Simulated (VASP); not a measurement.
# CuO (Cccm) in VASP: notebook

CuO is run at these levels: PBE, LDA, RPBE; tasks: single point.

Everything below comes from runs of VASP 6.6.1. Logs are shortened: lines on timing, memory, paths and dates and some standing lists are left out, and cuts for length are marked.

## (1) The cell of the first run

It takes space group Cccm (No. 66, orthorhombic). Conventional cell: a = 3.942 Å, b = 4.264 Å, c = 5.156 Å, α = 90.00°, β = 90.00°, γ = 90.00°. Cu (site symmetry 2/m) has 4 O at 1.94 Å within 2.6 Å. Within 2.6 Å of O (site symmetry 222) lie 4 Cu at 1.94 Å and 2 O at 2.58 Å.

## (2) Single point, PBE

File INCAR:

```
PREC = Accurate
ENCUT = 820
EDIFF = 1E-6
ISMEAR = -1
SIGMA = 0.05
LREAL = False
LASPH = True
NELM = 120
ALGO = Normal
ISIF = 2
LWAVE = False
LCHARG = False
GGA = PE
NBANDS = 33
GGA_COMPAT = False
```

File KPOINTS:

```
Automatic mesh
0
Gamma
  8 8 5
```

File POSCAR:

```
CuO
1.0
    1.9710583200     -2.1320145000      0.0000000000
    1.9710583200      2.1320145000      0.0000000000
    0.0000000000      0.0000000000      5.1559280000
Cu O
2 2
Direct
    0.5000000000      0.0000000000      0.0000000000
    0.0000000000      0.5000000000      0.5000000000
    0.5000000000      0.5000000000      0.2500000000
    0.5000000000      0.5000000000      0.7500000000
```

Potentials or basis: VASP PAW PBE potentials, release 64 (Cu_sv_GW, O).

The run is started by

```console
$ cat potpaw_PBE.64/Cu_sv_GW/POTCAR potpaw_PBE.64/O/POTCAR > POTCAR
$ mpirun -np 1 vasp_std > vasp.out
```

OUTCAR:

```text
PREC = Accurate
   ENCUT = 820
   EDIFF = 1E-6
   ISMEAR = -1
   LREAL = False
   LASPH = True
   NELM = 120
   ISIF = 2
   GGA = PE

 ion  position               nearest neighbor table
   1  0.500  0.000  0.000-   3 1.94   4 1.94   3 1.94   4 1.94
   2  0.000  0.500  0.500-   3 1.94   4 1.94   3 1.94   4 1.94
   3  0.500  0.500  0.250-   1 1.94   2 1.94   1 1.94   2 1.94
   4  0.500  0.500  0.750-   1 1.94   2 1.94   1 1.94   2 1.94

  LATTYP: Found a base centered orthorhombic cell.
 ALAT       =     3.9421166400
 B/A-ratio  =     1.0816597755
 C/A-ratio  =     1.3079085351

  Lattice vectors:

 A1 = (   1.9710583200,  -2.1320145000,   0.0000000000)
 A2 = (   1.9710583200,   2.1320145000,   0.0000000000)
 A3 = (   0.0000000000,   0.0000000000,   5.1559280000)

Analysis of symmetry for initial positions (statically):
=====================================================================
 Subroutine PRICEL returns:
 Original cell was already a primitive cell.

 Routine SETGRP: Setting up the symmetry group for a
 base centered orthorhombic supercell.

 Subroutine GETGRP returns: Found  8 space group operations
 (whereof  4 operations were pure point group operations)
 out of a pool of  8 trial point group operations.

The static configuration has the point symmetry C_2h.
 The point group associated with its full space group is D_2h.

Analysis of symmetry for dynamics (positions and initial velocities):
=====================================================================
 Subroutine PRICEL returns:
 Original cell was already a primitive cell.

 Routine SETGRP: Setting up the symmetry group for a
 base centered orthorhombic supercell.

 Subroutine GETGRP returns: Found  8 space group operations
 (whereof  4 operations were pure point group operations)
 out of a pool of  8 trial point group operations.

The dynamic configuration has the point symmetry C_2h.
 The point group associated with its full space group is D_2h.

 Subroutine INISYM returns: Found  8 space group operations
 (whereof  4 operations are pure point group operations),
 and found     1 'primitive' translations

----------------------------------------------------------------------------------------

                                     Primitive cell

  volume of cell :      43.3338

  direct lattice vectors                    reciprocal lattice vectors
     1.971058320 -2.132014500  0.000000000     0.253670830 -0.234519981  0.000000000
     1.971058320  2.132014500  0.000000000     0.253670830  0.234519981  0.000000000
     0.000000000  0.000000000  5.155928000     0.000000000  0.000000000  0.193951506

  length of vectors
     2.903542100  2.903542100  5.155928000     0.345468539  0.345468539  0.193951506

  position of ions in fractional coordinates (direct lattice)
     0.500000000  1.000000000  0.000000000
     1.000000000  0.500000000  0.500000000
     0.500000000  0.500000000  0.250000000
     0.500000000  0.500000000  0.750000000

  ion indices of the primitive-cell ions
   primitive index   ion index
                 1           1
                 2           2
                 3           3
                 4           4

----------------------------------------------------------------------------------------

 KPOINTS: Automatic mesh

Automatic generation of k-mesh.
 Grid dimensions read from file:
 generate k-points for:    8    8    5

 Generating k-lattice:

  Cartesian coordinates                     Fractional coordinates (reciprocal lattice)
     0.031708854 -0.029314998  0.000000000     0.125000000 -0.000000000  0.000000000
     0.031708854  0.029314998  0.000000000    -0.000000000  0.125000000  0.000000000
     0.000000000  0.000000000  0.038790301     0.000000000  0.000000000  0.200000000

  Length of vectors
     0.043183567  0.043183567  0.038790301

  Shift w.r.t. Gamma in fractional coordinates (k-lattice)
     0.000000000  0.000000000  0.000000000

 Subroutine IBZKPT returns following result:
 ===========================================

 Found     63 irreducible k-points:

 Following reciprocal coordinates:
            Coordinates               Weight
  0.000000  0.000000  0.000000      1.000000
  0.125000  0.000000  0.000000      4.000000
  0.250000  0.000000  0.000000      4.000000
  0.375000  0.000000  0.000000      4.000000
  0.500000  0.000000  0.000000      2.000000
  0.125000  0.125000  0.000000      2.000000
[... 16 lines left out ...]
  0.125000  0.000000  0.200000      8.000000
  0.250000  0.000000  0.200000      8.000000
 [... further k-points ...]
   k-points           NKPTS =     63   k-points in BZ     NKDIM =     63   number of bands    NBANDS=     33
   number of dos      NEDOS =    301   number of ions     NIONS =      4
   total plane-waves  NPLWV =  37632
   dimension x,y,z NGX =    28 NGY =   28 NGZ =   48
   dimension x,y,z NGXF=    56 NGYF=   56 NGZF=   96
   ions per type =               2   2
   NGX,Y,Z   is equivalent  to a cutoff of  16.03, 16.03, 15.48 a.u.
   NGXF,Y,Z  is equivalent  to a cutoff of  32.06, 32.06, 30.95 a.u.
 SYSTEM =  unknown system
   PREC   = accura    normal or accurate (medium, high low for compatibility)
   ISTART =      0    job   : 0-new  1-cont  2-samecut
   ICHARG =      2    charge: 1-file 2-atom 10-const
   ISPIN  =      1    spin polarized calculation?
   LNONCOLLINEAR =      F non collinear calculations
   LSORBIT =      F    spin-orbit coupling
   LASPH  =      T    aspherical Exc in radial PAW
   ENCUT  =  820.0 eV  60.27 Ry    7.76 a.u.   6.78  6.78 12.04*2*pi/ulx,y,z
   NELM   =    120;   NELMIN=  2; NELMDL= -5     # of ELM steps
   EDIFF  = 0.1E-05   stopping-criterion for ELM
   LREAL  =      F    real-space projection
   EDIFFG = 0.1E-04   stopping-criterion for IOM
   NSW    =      0    number of steps for IOM
   IBRION =     -1    ionic relax: 0-MD 1-quasi-New 2-CG
   NFREE  =      0    steps in history (QN), initial steepest desc. (CG)
   ISIF   =      2    stress and relaxation
   ISYM   =      2    0-nonsym 1-usesym 2-fastsym
   POTIM  = 0.5000    time-step for ionic-motion
   TEBEG  =    0.0;   TEEND  =   0.0 temperature during run
   PSTRESS=    0.0 pullay stress
   NELECT =      50.0000    total number of electrons
   NUPDOWN=      -1.0000    fix difference up-down
   EMIN   =  10.00;   EMAX   =-10.00  energy-range for DOS
   EFERMI =   0.00;   METHOD = LEGACY
   ISMEAR =    -1;   SIGMA  =   0.05  broadening in eV -4-tet -1-fermi 0-gaus
   EFERMI_NEDOS =   21; number of points for ismear=-14 and -15
   IALGO  =     38    algorithm
   IMIX   =      4    mixing-type and parameters
     AMIX     =   0.40;   BMIX     =  1.00
     AMIX_MAG =   1.60;   BMIX_MAG =  1.00
  volume/ion in A,a.u.               =      10.83        73.11
  Fermi-wavevector in a.u.,A,eV,Ry     =   1.717075  3.244802 40.114705  2.948348
  Thomas-Fermi vector in A             =   2.794143
   LORBIT       =      0    0 simple, 1 ext, 2 COOP (PROOUT), +10 PAW based schemes
   GGA     = PE    functional components
   LHFCALC =     F    Hartree Fock is set to
   AEXX    =    0.0000 exact exchange contribution
   IVDW    =     0    specifies the selected vdW correction
   LEPSILON=     F    determine dielectric tensor
   LRPA    =     F    only Hartree local field effects (RPA)
 non-spin polarized calculation
  energy-cutoff  :      820.00
  volume of cell :       43.33
 maximum number of plane-waves:      2326
   NGX = 13   NGY = 13   NGZ = 25

 number of electron      50.0000015 magnetization

 Free energy of the ion-electron system (eV)
  ---------------------------------------------------
  ext. energy  EPLUGINS =         0.00000000
  ---------------------------------------------------
  free energy    TOTEN  =       -19.88692590 eV

  energy without entropy =      -19.86860414  energy(sigma->0) =      -19.87776502

 E-fermi :   5.1751     XC(G=0): -11.7985

 val. band max:        5.1687122838   @ k =  -0.2500   0.1250   0.0000
 cond. band min:       5.2020696857   @ k =   0.1250   0.1250   0.2000
 fundamental gap:      0.0333574019
 Fermi energy:         5.1751183348

 k-point     1 :       0.0000    0.0000    0.0000
  band No.  band energies     occupation
      1    -107.6041      2.00000
      2    -107.6039      2.00000
      3     -65.0942      2.00000
      4     -65.0937      2.00000
      5     -65.0606      2.00000
      6     -65.0546      2.00000
[... 25 lines left out ...]
     32      19.9103      0.00000
     33      20.1931      0.00000

 k-point     2 :       0.1250    0.0000    0.0000
  band No.  band energies     occupation
      1    -107.6041      2.00000
      2    -107.6037      2.00000
      3     -65.0959      2.00000
      4     -65.0939      2.00000
      5     -65.0600      2.00000
      6     -65.0548      2.00000
[... 25 lines left out ...]
     32      20.1895      0.00000
     33      20.3090      0.00000

 k-point     3 :       0.2500    0.0000    0.0000
  band No.  band energies     occupation
      1    -107.6039      2.00000
      2    -107.6034      2.00000
      3     -65.1007      2.00000
      4     -65.0937      2.00000
      5     -65.0590      2.00000
      6     -65.0550      2.00000
[... 25 lines left out ...]
     32      19.8885      0.00000
     33      20.8256      0.00000

 k-point     4 :       0.3750    0.0000    0.0000
  band No.  band energies     occupation
      1    -107.6036      2.00000
      2    -107.6033      2.00000
      3     -65.1054      2.00000
      4     -65.0935      2.00000
      5     -65.0577      2.00000
      6     -65.0555      2.00000
[... 673 lines left out ...]
     32      20.0659      0.00000
     33      20.4009      0.00000

 k-point    23 :       0.1250    0.0000    0.2000
  band No.  band energies     occupation
      1    -107.6041      2.00000
      2    -107.6038      2.00000
      3     -65.0960      2.00000
      4     -65.0939      2.00000
      5     -65.0597      2.00000
      6     -65.0553      2.00000
[... 25 lines left out ...]
     32      19.6983      0.00000
     33      20.5710      0.00000

 k-point    24 :       0.2500    0.0000    0.2000
  band No.  band energies     occupation
      1    -107.6038      2.00000
      2    -107.6035      2.00000
      3     -65.1007      2.00000
      4     -65.0937      2.00000
      5     -65.0587      2.00000
      6     -65.0554      2.00000
[... 25 lines left out ...]
     32      19.7341      0.00000
     33      21.2509      0.00000

 [... further k-points ...]

------------------------ aborting loop because EDIFF is reached ----------------------------------------

  FORCE on cell =-STRESS in cart. coord.  units (eV):
  Direction    XX          YY          ZZ          XY          YZ          ZX
  --------------------------------------------------------------------------------------
  -------------------------------------------------------------------------------------
  Total        1.1456413      0.9312140      0.8767160     -0.0000000      0.0000000      0.0000000
  in kB       42.3577392     34.4297299     32.4147787     -0.0000000      0.0000000      0.0000000
  external PRESSURE =      36.4007492 kB  Pullay stress =       0.0000000 kB

 VOLUME and BASIS-vectors are now :
 -----------------------------------------------------------------------------
  energy-cutoff  :      820.00
  volume of cell :       43.33
      direct lattice vectors                 reciprocal lattice vectors
     1.971058320 -2.132014500  0.000000000     0.253670830 -0.234519981  0.000000000
     1.971058320  2.132014500  0.000000000     0.253670830  0.234519981  0.000000000
     0.000000000  0.000000000  5.155928000     0.000000000  0.000000000  0.193951506

 POSITION                                       TOTAL-FORCE (eV/Angst)
 -----------------------------------------------------------------------------------
      0.98553     -1.06601      0.00000         0.000000      0.000000     -0.000000
      0.98553      1.06601      2.57796        -0.000000      0.000000     -0.000000
      1.97106      0.00000      1.28898        -0.000000     -0.000000      0.000000
      1.97106      0.00000      3.86695        -0.000000     -0.000000      0.000000
 -----------------------------------------------------------------------------------
    total drift:                                0.000000      0.000000     -0.000000

  FREE ENERGIE OF THE ION-ELECTRON SYSTEM (eV)
  ---------------------------------------------------
  free  energy   TOTEN  =       -19.8869259047 eV

  energy  without entropy=      -19.8686041432  energy(sigma->0) =      -19.87776502
```

It took 83 s on 1 thread of Intel Xeon 6975P-C (Granite Rapids), shared host; peak memory 0.31 GiB.

Results:

- Free energy: -19.8869 eV
- Pressure: 3.6 GPa
- Band gap on the k mesh: zero (bands 25 and 26 overlap by 0.85 eV)

Stress tensor (GPa, compression positive):
```
4.24 0.00 0.00
0.00 3.44 0.00
0.00 0.00 3.24
```

Levels at points of the mesh, in eV from the Fermi level:
```csv
k point,band 22,band 23,band 24,band 25,band 26,band 27,band 28,band 29
"(0.00, 0.00, 0.00)",-2.40,-2.34,-1.96,0.59,0.78,1.45,6.13,7.32
"(0.50, 0.00, 0.00)",-1.92,-1.58,-1.53,0.24,0.47,3.57,5.98,6.48
"(0.50, 0.50, 0.00)",-2.34,-1.58,-1.22,-1.16,1.17,2.13,7.16,9.22
```

Caveat: the cell stands under pressure; semilocal functionals often make such compounds metallic where correlation or magnetic order opens a gap, which also shifts bond lengths.

## (3) Single point, LDA

This run uses another cell than the first one, of 10.39 Å³/atom.

File INCAR:

```
PREC     = Accurate       # precision mode
ENCUT    = 820            # plane-wave cutoff, eV
EDIFF    = 1E-6           # SCF threshold, eV
ISMEAR   = -1             # smearing method
SIGMA    = 0.05           # smearing width, eV
LREAL    = F              # projectors in reciprocal space
LASPH    = T              # aspherical terms in the spheres
NELM     = 120            # most SCF steps
ALGO     = Normal         # electronic algorithm
ISIF     = 2              # what is computed and relaxed
LWAVE    = F              # write WAVECAR
LCHARG   = T              # write CHGCAR
LELF     = T              # ELF
LVHAR    = T            
NBANDS   = 33             # bands
GGA_COMPAT= F
```

File KPOINTS:

```
regular mesh
0
Gamma
  9 9 5
```

File POSCAR:

```
CuO
1.0
    1.9503245957     -2.1095876644      0.0000000000
    1.9503245957      2.1095876644      0.0000000000
    0.0000000000      0.0000000000      5.0506754463
Cu O
2 2
Direct
    0.5000000000      0.0000000000      0.0000000000
    0.0000000000      0.5000000000      0.5000000000
    0.5000000000      0.5000000000      0.2500000000
    0.5000000000      0.5000000000      0.7500000000
```

Potentials or basis: VASP PAW LDA potentials, release 64 (Cu_sv_GW, O).

The run is started by

```console
$ cat potpaw_LDA.64/Cu_sv_GW/POTCAR potpaw_LDA.64/O/POTCAR > POTCAR
$ mpirun -np 1 vasp_std > vasp.out
```

Run time: 3.9 min. Hardware: 1 thread of Intel Xeon Platinum 8375C at 2.90GHz (Ice Lake), shared host; peak memory 0.31 GiB.

It converged, with:

* Free energy: -23.6625 eV
* Pressure: -2.6 GPa
* Band gap on the k mesh: zero (bands 25 and 26 overlap by 0.92 eV)

Stress tensor (GPa, compression positive):
```
-1.93  0.00  0.00
 0.00 -3.28  0.00
 0.00  0.00 -2.47
```

Levels at points of the mesh, in eV from the Fermi level:
```csv
k point,band 23,band 24,band 25,band 26,band 27,band 28
"(0.00, 0.00, 0.00)",-2.48,-2.02,0.63,0.83,1.60,6.09
```

Caveat: semilocal functionals often make such compounds metallic where correlation or magnetic order opens a gap, which also shifts bond lengths.

## (4) Single point, RPBE

This run uses another cell than the first one, of 10.61 Å³/atom.

File INCAR:

```
SYSTEM = CuO
  ALGO = Normal
  EDIFF = 1E-6
  ENCUT = 820
  GGA = RP
  GGA_COMPAT = .FALSE.
  ISIF = 2
  ISMEAR = -1
  LASPH = .TRUE.
  LCHARG = .TRUE.
  LELF = .TRUE.
  LREAL = .FALSE.
  LVHAR = .TRUE.
  LWAVE = .FALSE.
  NBANDS = 33
  NELM = 120
  PREC = Accurate
  SIGMA = 0.05
```

File KPOINTS:

```
k-points
0
G
  9 9 5
  0 0 0
```

File POSCAR:

```
CuO
1.0
    1.9640597285     -2.1244444051      0.0000000000
    1.9640597285      2.1244444051      0.0000000000
    0.0000000000      0.0000000000      5.0862447552
Cu O
2 2
Direct
    0.5000000000      0.0000000000      0.0000000000
    0.0000000000      0.5000000000      0.5000000000
    0.5000000000      0.5000000000      0.2500000000
    0.5000000000      0.5000000000      0.7500000000
```

Potentials or basis: VASP PAW PBE potentials, release 64 (Cu_sv_GW, O).

The run is started by

```console
$ cat potpaw_PBE.64/Cu_sv_GW/POTCAR potpaw_PBE.64/O/POTCAR > POTCAR
$ mpirun -np 1 vasp_std > vasp.out
```

Run time: 3.6 min. Hardware: 1 thread of Intel Xeon Platinum 8488C (Sapphire Rapids), shared host; peak memory 0.33 GiB.

The run converged. Its results:

- Free energy: -18.0465 eV
- Pressure: 13.1 GPa
- Band gap on the k mesh: zero (bands 25 and 26 overlap by 0.88 eV)

Stress tensor (GPa, compression positive):
```
11.94  0.00  0.00
 0.00 11.86  0.00
 0.00  0.00 15.54
```

Levels at points of the mesh, in eV from the Fermi level:
```csv
k point,band 23,band 24,band 25,band 26,band 27,band 28
"(0.00, 0.00, 0.00)",-2.42,-1.99,0.61,0.80,1.55,6.18
```

Caveat: the cell stands under pressure; the PAW data sets were made with another functional, which shifts forces and pressure a little; semilocal functionals often make such compounds metallic where correlation or magnetic order opens a gap, which also shifts bond lengths.

## (5) The runs side by side

| level | potentials or basis | cell | k mesh | gap on the mesh (eV) | pressure (GPa) |
| --- | --- | --- | --- | --- | --- |
| PBE | VASP PAW PBE potentials, release 64 (Cu_sv_GW, O) | a = 2.904, b = 2.904, c = 5.156 Å, angles 90.0, 90.0, 94.5°, 4 atoms | 8 × 8 × 5 | none | 3.6 |
| LDA | VASP PAW LDA potentials, release 64 (Cu_sv_GW, O) | a = 2.873, b = 2.873, c = 5.051 Å, angles 90.0, 90.0, 94.5°, 4 atoms | 9 × 9 × 5 | none | -2.6 |
| RPBE | VASP PAW PBE potentials, release 64 (Cu_sv_GW, O) | a = 2.893, b = 2.893, c = 5.086 Å, angles 90.0, 90.0, 94.5°, 4 atoms | 9 × 9 × 5 | none | 13.1 |

Alike in all rows: task single point; no spin polarisation; cutoff (eV) 820; smearing fermi-dirac 0.05 eV.

Caveats: semilocal functionals often make such compounds metallic where correlation or magnetic order opens a gap, which also shifts bond lengths; the cell stands under pressure (at least some runs); the PAW data sets were made with another functional, which shifts forces and pressure a little (at least some runs).

Absolute energies hang on the potentials; compare differences alone.

The gap in the log of VASP goes by the Fermi energy; the results here count the filled bands.